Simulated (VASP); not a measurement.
## BaTe: relaxation of cell and atoms with PBE

BaTe:

```
CELL_PARAMETERS angstrom
0.09147 3.49446 3.47881
3.64733 3.64925 -0.06332
-3.34591 7.06040 -3.64176
ATOMIC_POSITIONS crystal
Ba 0.73596 0.69885 0.74920
Ba 0.27193 0.22112 0.24552
Te 0.94155 0.08536 0.01901
Te 0.55056 0.49467 0.48627
```

- Program: VASP 6.6.1
- Task: relaxation of cell and atoms
- Functional: PBE
- Potentials or basis: VASP PAW PBE potentials, release 64 (Ba_sv, Te)
- Cutoff: 600 eV
- k mesh: 4 × 4 × 4
- Occupations: gaussian, width 0.1 eV
- Spin: no spin polarisation
- Dipole correction: no
- Further INCAR settings: ALGO = Normal; EDIFF = 1e-06; IBRION = 2; EDIFFG = -0.025; NSW = 80; ISIF = 3

```
Relaxed volume                        : 44.55 Å³/atom
Relaxed cell                          : a = 5.013 Å, b = 5.013 Å, c = 8.673 Å, α = 73.26°, β = 73.24°, γ = 60.12°
Space group after relaxing (to 0.1 Å) : Fm-3m (No. 225)
Energy gained by relaxing             : 164.5 meV/atom
Ionic steps                           : 14
Pressure after relaxing               : 0.0 GPa
Largest force after relaxing          : 0.016 eV/Å
Band gap on the k mesh                : 1.59 eV (least direct gap 1.98 eV)
```

Forces on the atoms (eV/Å):
```
Ba   0.001  0.008 -0.004
Ba   0.009 -0.007 -0.011
Te  -0.002 -0.001  0.010
Te  -0.008  0.000  0.005
```

Stress tensor (GPa, compression positive):
```
-0.03  0.01  0.01
 0.01  0.07  0.01
 0.01  0.01 -0.01
```

The path:
```tsv
step	energy change (eV)	largest force (eV/Å)	pressure (GPa)	volume (Å³)
1	0.0000	1.5683	1.98	178.04
2	-0.2651	0.8731	-0.84	192.51
3	-0.2739	0.7611	-1.31	195.86
4	-0.4152	0.6660	-0.89	189.26
5	-0.5467	0.4171	0.83	174.47
6	-0.6051	0.3253	0.23	177.12
7	-0.6102	0.3033	0.04	178.20
8	-0.6401	0.1862	-0.05	178.74
9	-0.6536	0.0921	-0.15	179.31
10	-0.6555	0.0682	0.19	177.12
11	-0.6556	0.0735	0.12	177.59
12	-0.6574	0.0339	0.02	178.11
13	-0.6577	0.0234	-0.02	178.42
14	-0.6580	0.0158	0.01	178.20
```

Final structure:
```
CELL_PARAMETERS angstrom
-0.00554 3.54074 3.54927
3.54567 3.54368 -0.00161
-3.54718 7.08024 -3.53604
ATOMIC_POSITIONS crystal
Ba 0.74976 0.74976 0.74986
Ba 0.25127 0.24934 0.25003
Te 0.99938 0.00034 0.00016
Te 0.49958 0.50056 0.49996
```

Levels at points of the mesh, in eV from the valence-band top:
```tsv
k point	band 12	band 13	band 14	band 15	band 16	band 17	band 18	band 19	band 20
(0.00, 0.00, 0.00)	-1.06	-1.06	-0.01	0.00	0.00	2.76	2.93	2.94	2.95
(0.50, 0.00, 0.00)	-1.54	-0.96	-0.96	-0.75	-0.75	2.70	2.70	4.86	4.87
(0.00, 0.50, 0.00)	-1.54	-0.96	-0.96	-0.75	-0.75	2.70	2.70	4.86	4.87
(0.50, 0.50, 0.00)	-1.12	-1.06	-1.06	-0.39	-0.38	1.59	4.13	4.36	4.47
(0.00, 0.00, 0.50)	-1.31	-0.64	-0.63	-0.63	-0.63	3.10	3.10	3.61	3.62
(0.50, 0.00, 0.50)	-1.12	-1.06	-1.05	-0.39	-0.38	1.59	4.13	4.36	4.48
(0.00, 0.50, 0.50)	-1.13	-1.06	-1.05	-0.39	-0.38	1.59	4.13	4.36	4.48
(0.50, 0.50, 0.50)	-1.54	-0.96	-0.96	-0.76	-0.76	2.70	2.70	4.86	4.86
```

Wall time 13 min on 1 thread of Intel(R) Xeon(R) 6975P-C (Granite Rapids), on a shared host, peak memory 0.47 GiB.

Caveat: spin-orbit coupling is left out, which moves the levels of the heavy elements. A k mesh can miss the band edges.
